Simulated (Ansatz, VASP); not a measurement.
## Two plane-wave programs on Al2SiO5

```
Al Si O
1.0
     7.71870    0.00000    0.00000
     0.00000    7.84018    0.00000
     0.00000    0.00000    5.53089
Al Si O
8 4 20
Direct
  0.00000 0.00000 0.24239
  0.50000 0.50000 0.25761
  0.00000 0.00000 0.75761
  0.50000 0.50000 0.74239
  0.86964 0.36177 0.00000
  0.13036 0.63823 0.00000
  0.36964 0.13823 0.50000
  0.63036 0.86177 0.50000
  0.24533 0.25010 0.00000
  0.75467 0.74990 0.00000
  0.74533 0.24990 0.50000
  0.25467 0.75010 0.50000
  0.07689 0.86218 0.00000
  0.92311 0.13782 0.00000
  0.57689 0.63782 0.50000
  0.42311 0.36218 0.50000
  0.07467 0.86131 0.50000
  0.92533 0.13869 0.50000
  0.57467 0.63869 0.00000
  0.42533 0.36131 0.00000
  0.10274 0.40057 0.00000
  0.89726 0.59943 0.00000
  0.60274 0.09943 0.50000
  0.39726 0.90057 0.50000
  0.22836 0.13147 0.24040
  0.77164 0.86853 0.24040
  0.72836 0.36853 0.25960
  0.27164 0.63147 0.25960
  0.77164 0.86853 0.75960
  0.22836 0.13147 0.75960
  0.27164 0.63147 0.74040
  0.72836 0.36853 0.74040
```

Alike in both runs: task single point; functional LDA; k mesh 4 × 4 × 4; occupations gaussian, width 0.02 eV; no spin polarisation.

|  | VASP | Ansatz |
| --- | --- | --- |
| version | VASP 6.6.1 | Ansatz 0.2.0 |
| potentials or method | VASP PAW LDA potentials, release 64 (Al, Si, O), cutoff 520 eV | scalar-relativistic, plane waves, PAW |
| valence electrons in the cell | 160 | 160 |

```tsv
	VASP	Ansatz	Ansatz less VASP
gap on the k mesh at the Fermi level (eV)	4.97	4.97	+0.004
least direct gap on the mesh (eV)	4.97	4.97	+0.004
pressure (GPa)	0.8	0.0	-0.79
traceless stress, the component that is largest in VASP (GPa)	-0.21	-0.02	+0.188
rms of the force components (eV/Å)	0.032	0.002	-0.0302
```

LDA's correlation is that of Perdew and Zunger in VASP and of Perdew and Wang (1992) in Ansatz. Atom by atom the forces differ by 0.032 eV/Å (rms over components).
